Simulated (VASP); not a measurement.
Here is a VASP 6.6.1 calculation.

File INCAR:

```
ALGO = Normal
EDIFF = 1E-6
ENCUT = 520
GGA = PS
ISIF = 2
ISMEAR = 0
LASPH = T
LCHARG = F
LREAL = Auto
LWAVE = F
NBANDS = 52
NELM = 80
PREC = Accurate
SIGMA = 0.05
```

File KPOINTS:

```
k-points
0
Gamma
  2 2 2
```

POSCAR

```
TiSi16
1.0
    0.0000000000      5.4300000000      5.4300000000
    5.4300000000      0.0000000000      5.4300000000
    5.4300000000      5.4300000000      0.0000000000
Si Ti
16 1
Direct
   -0.0076780084      0.0005102438     -0.0001470937
    0.1257761597      0.1249817051      0.1241076814
   -0.0075944624      0.0006468609      0.5061068840
    0.1136297878      0.1327813422      0.6262765538
   -0.0076659570      0.5071532479     -0.0001695020
    0.1136838641      0.6269683847      0.1322037070
   -0.0091166268      0.5031578888      0.5026086786
    0.1136351120      0.6271232947      0.6262620172
    0.4886325711      0.0042754550      0.0025851327
    0.6107874144      0.1243114993      0.1236015797
    0.4873248334      0.0001615806      0.5054879192
    0.6108085240      0.1247184663      0.6395496776
    0.4874052887      0.5064673097     -0.0005459682
    0.6108031257      0.6410784066      0.1236014730
    0.4873297380      0.5068125592      0.5054797664
    0.6205011930      0.6266982237      0.6258856157
    0.7391834228      0.2539626716      0.2526791677
```

Potentials or basis: VASP PAW PBE potentials, release 64 (Si, Ti_sv).

Run with:

```sh
$ cat potpaw_PBE.64/Si/POTCAR potpaw_PBE.64/Ti_sv/POTCAR > POTCAR
$ mpirun -np 1 vasp_std > vasp.out
```

(1) What does it give for the largest force?

(2) What does it give for the pressure?

Results:

(1) 0.009 eV/Å.

(2) 2.1 GPa.

Caveat: the k points lie up to 0.50 Å⁻¹ apart; the PAW data sets were made with another functional, which shifts forces and pressure a little.
